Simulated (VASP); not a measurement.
Write the native input for VASP 6.6.1 that does the following.

```
Task                   : relaxation of cell and atoms
Functional             : PBE
Potentials or basis    : VASP PAW PBE potentials, release 64 (Al)
Cutoff                 : 500 eV
k mesh                 : 17 × 17 × 17
Occupations            : fermi-dirac, width 0.1 eV
Spin                   : no spin polarisation
Dipole correction      : no
Further INCAR settings : ALGO = Normal; EDIFF = 1e-07; IBRION = 2; EDIFFG = -0.005; NSW = 60; ISIF = 3
```

The structure of Al lies in POSCAR:

```
Al
1.0
    0.0000000000      2.0199666694      2.0199666694
    2.0199666694      0.0000000000      2.0199666694
    2.0199666694      2.0199666694      0.0000000000
Al
1
Direct
    0.0000000000      0.0000000000      0.0000000000
```

The input as run:

INCAR

```
PREC = Accurate ; ENCUT = 500
EDIFF = 1E-7 ; ISMEAR = -1
SIGMA = 0.1 ; LREAL = False
LASPH = True ; NELM = 120
ALGO = Normal ; ISIF = 3
LWAVE = False ; LCHARG = False
GGA = PE ; IBRION = 2
NSW = 60 ; EDIFFG = -0.005
GGA_COMPAT = False ; NELMIN = 4
```

KPOINTS

```
regular mesh
0
Gamma
  17 17 17
```

Potentials or basis: VASP PAW PBE potentials, release 64 (Al).

Launch:

```console
$ cat potpaw_PBE.64/Al/POTCAR > POTCAR
$ mpirun -np 1 vasp_std > vasp.out
```

It gave:

| Item | Value |
| --- | --- |
| Pressure after relaxing | 0.0 GPa |
| Band gap on the k mesh | zero (an odd number of electrons rules out a gap without spin polarisation) |

Caveat: the relaxation stopped at its first step, so nothing moved.

Wall time 6.4 s on 1 thread of AMD EPYC 9R45 96-Core Processor (Zen 5), with other jobs on the host, peak memory 0.11 GiB.
